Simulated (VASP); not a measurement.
# ZrSi6 (P6/mmm) in VASP: notebook, part 3 of 3

VASP 6.6.1. Earlier steps stand in the parts before.

## (5) Relaxation of cell and atoms, PBE

This run uses another cell than the first one, of 18.12 Å³/atom, 1.046 times its volume.

INCAR reads:

```
ALGO = Normal
EDIFF = 1E-7
EDIFFG = -0.04
ENCUT = 600
GGA = PE
IBRION = 2
ISIF = 3
ISMEAR = 0
LASPH = True
LCHARG = False
LREAL = False
LWAVE = False
NELM = 100
NSW = 90
PREC = Accurate
SIGMA = 0.1
```

KPOINTS reads:

```
k-points
0
Gamma
  3 3 6
```

POSCAR reads:

```
ZrSi6
1.0
    7.0484740728      0.0000000000      0.0000000000
   -3.5242370364      6.1041576050      0.0000000000
    0.0000000000      0.0000000000      2.9475033753
Zr Si
1 6
Direct
    0.0000000000      0.0000000000      0.0000000000
    0.2189903517      0.7810096483      0.0000000000
    0.2189903517      0.4379807033      0.0000000000
    0.5620192967      0.7810096483      0.0000000000
    0.7810096483      0.2189903517      0.0000000000
    0.7810096483      0.5620192967      0.0000000000
    0.4379807033      0.2189903517      0.0000000000
```

Potentials or basis: VASP PAW PBE potentials, release 64 (Zr_sv, Si).

Command:

```sh
$ cat potpaw_PBE.64/Zr_sv/POTCAR potpaw_PBE.64/Si/POTCAR > POTCAR
$ mpirun -np 1 vasp_std > vasp.out
```

OUTCAR:

```text
EDIFF = 1E-7
   EDIFFG = -0.04
   ENCUT = 600
   GGA = PE
   IBRION = 2
   ISIF = 3
   ISMEAR = 0
   LASPH = True
   LREAL = False
   NELM = 100
   NSW = 90
   PREC = Accurate

 ion  position               nearest neighbor table
   1  0.000  0.000  0.000-   4 2.67   7 2.67   6 2.67   3 2.67   2 2.67   5 2.67
   2  0.219  0.781  0.000-   4 2.42   3 2.42   1 2.67   6 2.67   7 2.67
   3  0.219  0.438  0.000-   2 2.42   4 2.42   7 2.67   1 2.67   5 2.67
   4  0.562  0.781  0.000-   2 2.42   3 2.42   6 2.67   1 2.67   5 2.67
   5  0.781  0.219  0.000-   7 2.42   6 2.42   1 2.67   3 2.67   4 2.67
   6  0.781  0.562  0.000-   5 2.42   7 2.42   4 2.67   1 2.67   2 2.67
   7  0.438  0.219  0.000-   5 2.42   6 2.42   3 2.67   1 2.67   2 2.67

  LATTYP: Found a hexagonal cell.
 ALAT       =     7.0484740728
 C/A-ratio  =     0.4181760967

  Lattice vectors:

 A1 = (   7.0484740728,   0.0000000000,   0.0000000000)
 A2 = (  -3.5242370364,   6.1041576050,   0.0000000000)
 A3 = (   0.0000000000,   0.0000000000,   2.9475033753)

Analysis of symmetry for initial positions (statically):
=====================================================================
 Subroutine PRICEL returns:
 Original cell was already a primitive cell.

 Routine SETGRP: Setting up the symmetry group for a
 hexagonal supercell.

 Subroutine GETGRP returns: Found 24 space group operations
 (whereof 24 operations were pure point group operations)
 out of a pool of 24 trial point group operations.

The static configuration has the point symmetry D_6h.

Analysis of symmetry for dynamics (positions and initial velocities):
=====================================================================
 Subroutine PRICEL returns:
 Original cell was already a primitive cell.

 Routine SETGRP: Setting up the symmetry group for a
 hexagonal supercell.

 Subroutine GETGRP returns: Found 24 space group operations
 (whereof 24 operations were pure point group operations)
 out of a pool of 24 trial point group operations.

The dynamic configuration has the point symmetry D_6h.

 Subroutine INISYM returns: Found 24 space group operations
 (whereof 24 operations are pure point group operations),
 and found     1 'primitive' translations

----------------------------------------------------------------------------------------

                                     Primitive cell

  volume of cell :     126.8163

  direct lattice vectors                    reciprocal lattice vectors
     7.048474073  0.000000000  0.000000000     0.141874679  0.081911384  0.000000000
    -3.524237036  6.104157605  0.000000000     0.000000000  0.163822769  0.000000000
     0.000000000  0.000000000  2.947503375     0.000000000  0.000000000  0.339270180

  length of vectors
     7.048474073  7.048474073  2.947503375     0.163822769  0.163822769  0.339270180

  position of ions in fractional coordinates (direct lattice)
     0.000000000  0.000000000  0.000000000
     0.218990352  0.781009648  0.000000000
     0.218990352  0.437980703  0.000000000
     0.562019297  0.781009648  0.000000000
     0.781009648  0.218990352  0.000000000
     0.781009648  0.562019297  0.000000000
     0.437980703  0.218990352  0.000000000

  ion indices of the primitive-cell ions
   primitive index   ion index
                 1           1
                 2           2
                 3           3
                 4           4
                 5           5
                 6           6
                 7           7

----------------------------------------------------------------------------------------

 KPOINTS: k-points

Automatic generation of k-mesh.
 Grid dimensions read from file:
 generate k-points for:    3    3    6

 Generating k-lattice:

  Cartesian coordinates                     Fractional coordinates (reciprocal lattice)
     0.047291560  0.027303795  0.000000000     0.333333333 -0.000000000  0.000000000
     0.000000000  0.054607590  0.000000000     0.000000000  0.333333333  0.000000000
     0.000000000  0.000000000  0.056545030     0.000000000  0.000000000  0.166666667

  Length of vectors
     0.054607590  0.054607590  0.056545030

  Shift w.r.t. Gamma in fractional coordinates (k-lattice)
     0.000000000  0.000000000  0.000000000

 Subroutine IBZKPT returns following result:
 ===========================================

 Found     12 irreducible k-points:

 Following reciprocal coordinates:
            Coordinates               Weight
  0.000000  0.000000  0.000000      1.000000
  0.333333  0.000000  0.000000      6.000000
  0.333333  0.333333  0.000000      2.000000
  0.000000  0.000000  0.166667      2.000000
  0.333333  0.000000  0.166667     12.000000
  0.333333  0.333333  0.166667      4.000000
  0.000000  0.000000  0.333333      2.000000
  0.333333  0.000000  0.333333     12.000000
  0.333333  0.333333  0.333333      4.000000
  0.000000  0.000000  0.500000      1.000000
  0.333333  0.000000  0.500000      6.000000
  0.333333  0.333333  0.500000      2.000000
   k-points           NKPTS =     12   k-points in BZ     NKDIM =     12   number of bands    NBANDS=     22
   number of dos      NEDOS =    301   number of ions     NIONS =      7
   total plane-waves  NPLWV =  75264
   dimension x,y,z NGX =    56 NGY =   56 NGZ =   24
   dimension x,y,z NGXF=   112 NGYF=  112 NGZF=   48
   ions per type =               1   6
   NGX,Y,Z   is equivalent  to a cutoff of  13.21, 13.21, 13.54 a.u.
   NGXF,Y,Z  is equivalent  to a cutoff of  26.42, 26.42, 27.07 a.u.
 SYSTEM =  unknown system
   PREC   = accura    normal or accurate (medium, high low for compatibility)
   ISTART =      0    job   : 0-new  1-cont  2-samecut
   ICHARG =      2    charge: 1-file 2-atom 10-const
   ISPIN  =      1    spin polarized calculation?
   LNONCOLLINEAR =      F non collinear calculations
   LSORBIT =      F    spin-orbit coupling
   LASPH  =      T    aspherical Exc in radial PAW
   ENCUT  =  600.0 eV  44.10 Ry    6.64 a.u.  14.08 14.08  5.89*2*pi/ulx,y,z
   NELM   =    100;   NELMIN=  2; NELMDL= -5     # of ELM steps
   EDIFF  = 0.1E-06   stopping-criterion for ELM
   LREAL  =      F    real-space projection
   EDIFFG = -.4E-01   stopping-criterion for IOM
   NSW    =     90    number of steps for IOM
   IBRION =      2    ionic relax: 0-MD 1-quasi-New 2-CG
   NFREE  =      1    steps in history (QN), initial steepest desc. (CG)
   ISIF   =      3    stress and relaxation
   ISYM   =      2    0-nonsym 1-usesym 2-fastsym
   POTIM  = 0.5000    time-step for ionic-motion
   TEBEG  =    0.0;   TEEND  =   0.0 temperature during run
   PSTRESS=    0.0 pullay stress
   NELECT =      36.0000    total number of electrons
   NUPDOWN=      -1.0000    fix difference up-down
   EMIN   =  10.00;   EMAX   =-10.00  energy-range for DOS
   EFERMI =   0.00;   METHOD = LEGACY
   ISMEAR =     0;   SIGMA  =   0.10  broadening in eV -4-tet -1-fermi 0-gaus
   EFERMI_NEDOS =   21; number of points for ismear=-14 and -15
   IALGO  =     38    algorithm
   IMIX   =      4    mixing-type and parameters
     AMIX     =   0.40;   BMIX     =  1.00
     AMIX_MAG =   1.60;   BMIX_MAG =  1.00
  volume/ion in A,a.u.               =      18.12       122.26
  Fermi-wavevector in a.u.,A,eV,Ry     =   1.075930  2.033213 15.750444  1.157625
  Thomas-Fermi vector in A             =   2.211800
   LORBIT       =      0    0 simple, 1 ext, 2 COOP (PROOUT), +10 PAW based schemes
   GGA     = PE    functional components
   LHFCALC =     F    Hartree Fock is set to
   AEXX    =    0.0000 exact exchange contribution
   IVDW    =     0    specifies the selected vdW correction
   LEPSILON=     F    determine dielectric tensor
   LRPA    =     F    only Hartree local field effects (RPA)
 conjugate gradient relaxation of ions
 non-spin polarized calculation
 Gauss-broadening in eV      SIGMA  =   0.10
  energy-cutoff  :      600.00
  volume of cell :      126.82
 maximum number of plane-waves:      4260
   NGX = 29   NGY = 29   NGZ = 11

--------------------------------------- Ionic step        1  -------------------------------------------

 number of electron      36.0000000 magnetization

 Free energy of the ion-electron system (eV)
  ---------------------------------------------------
  ext. energy  EPLUGINS =         0.00000000
  ---------------------------------------------------
  free energy    TOTEN  =       -38.07229422 eV

  energy without entropy =      -38.05501215  energy(sigma->0) =      -38.06365319

------------------------ aborting loop because EDIFF is reached ----------------------------------------

  FORCE on cell =-STRESS in cart. coord.  units (eV):
  Direction    XX          YY          ZZ          XY          YZ          ZX
  --------------------------------------------------------------------------------------
  -------------------------------------------------------------------------------------
  Total        3.2969055      3.2969055     -6.3597421      0.0000000      0.0000000      0.0000000
  in kB       41.6525821     41.6525821    -80.3479746      0.0000000      0.0000000      0.0000000
  external PRESSURE =       0.9857298 kB  Pullay stress =       0.0000000 kB
[... 315 lines left out ...]
--------------------------------------- Ionic step        9  -------------------------------------------

 number of electron      36.0000000 magnetization

 Free energy of the ion-electron system (eV)
  ---------------------------------------------------
  ext. energy  EPLUGINS =         0.00000000
  ---------------------------------------------------
  free energy    TOTEN  =       -38.60531503 eV

  energy without entropy =      -38.58149381  energy(sigma->0) =      -38.59340442

 E-fermi :   8.2460     XC(G=0): -10.6702

 val. band max:        8.2409071482   @ k =   0.3333   0.0000   0.1667
 cond. band min:       8.3851411965   @ k =   0.3333   0.3333   0.1667
 fundamental gap:      0.1442340483
 Fermi energy:         8.2460402958

 k-point     1 :       0.0000    0.0000    0.0000
  band No.  band energies     occupation
      1     -40.0376      2.00000
      2     -18.2597      2.00000
      3     -18.2597      2.00000
      4     -16.9433      2.00000
      5      -4.2453      2.00000
      6      -2.0481      2.00000
[... 323 lines left out ...]
  FREE ENERGIE OF THE ION-ELECTRON SYSTEM (eV)
  ---------------------------------------------------
  free  energy   TOTEN  =       -38.6053150280 eV

  energy  without entropy=      -38.5814938058  energy(sigma->0) =      -38.59340442

 reached required accuracy - stopping structural energy minimisation
```

Wall time 5.6 min (1 thread of Intel Xeon Platinum 8488C (Sapphire Rapids), shared host); peak memory 0.28 GiB.

Results:

* Free energy: -38.6053 eV
* Relaxed volume: 17.29 Å³/atom
* Relaxed cell: a = 7.206 Å, b = 7.206 Å, c = 2.691 Å, α = 90.00°, β = 90.00°, γ = 120.00°
* Space group after relaxing (to 0.05 Å): P6/mmm (No. 191)
* Energy gained by relaxing: 76.1 meV/atom
* Ionic steps: 9
* Pressure after relaxing: 0.1 GPa
* Band gap on the k mesh: zero (band 18 reaches 9.92 eV, above the bottom of band 19 at 7.68 eV)

The path:
```csv
step,energy change (eV),largest force (eV/Å),pressure (GPa),volume (Å³)
1,0.0000,0.1391,0.10,126.82
2,-0.3996,0.0095,-2.37,126.83
3,-0.4539,0.0585,-3.03,126.76
4,-0.4403,0.1853,-3.76,126.49
5,-0.4700,0.1099,-3.47,126.67
6,-0.5086,0.0375,1.12,118.90
7,-0.5247,0.0884,-0.64,121.70
8,-0.5325,0.0262,0.34,120.85
9,-0.5330,0.0007,0.15,121.02
```

Final structure:
```
CELL_PARAMETERS angstrom
7.20606 0.00000 0.00000
-3.60303 6.24063 0.00000
0.00000 0.00000 2.69112
ATOMIC_POSITIONS crystal
Zr 0.00000 0.00000 0.00000
Si 0.21857 0.78143 0.00000
Si 0.21857 0.43714 0.00000
Si 0.56286 0.78143 0.00000
Si 0.78143 0.21857 0.00000
Si 0.78143 0.56286 0.00000
Si 0.43714 0.21857 0.00000
```

Levels at points of the mesh, in eV from the Fermi level:
```tsv
k point	band 13	band 14	band 15	band 16	band 17	band 18	band 19	band 20	band 21	band 22
(0.00, 0.00, 0.00)	-1.96	-1.48	-1.39	-1.24	-1.24	0.18	0.31	0.31	2.12	4.54
(0.00, 0.00, 0.50)	-3.74	-3.74	-3.37	-2.26	-2.26	0.38	0.38	0.69	0.69	1.35
```

## (6) The runs side by side

| task | cell | k mesh | cutoff (eV) | gap on the mesh (eV) | pressure (GPa) | largest force (eV/Å) |
| --- | --- | --- | --- | --- | --- | --- |
| single point | a = 7.210, b = 7.210, c = 2.692 Å, angles 90.0, 90.0, 120.0°, 7 atoms | 3 × 3 × 6 | 520 | none | 0.0 | 0.01 |
| single point | a = 7.048, b = 7.048, c = 2.948 Å, angles 90.0, 90.0, 120.0°, 7 atoms | 6 × 6 × 4 | 520 | none | 0.1 | 0.01 |
| single point | a = 5.252, b = 5.252, c = 5.559 Å, angles 90.0, 90.0, 120.0°, 7 atoms | 6 × 6 × 4 | 520 | none | 132.1 | 5.60 |
| relaxation of cell and atoms | relaxed from a = 7.048, b = 7.048, c = 2.948 Å, angles 90.0, 90.0, 120.0°, 7 atoms | 3 × 3 × 6 | 600 | none | 0.1 | - |

Alike in all rows: level PBE; potentials or basis VASP PAW PBE potentials, release 64 (Zr_sv, Si); no spin polarisation; smearing gaussian 0.1 eV.

Caveats: some runs use coarse meshes; forces of over 1 eV/Å act on the atoms, so gaps and moduli don't describe the material at rest (some runs).

Absolute energies hang on the potentials; compare differences alone.
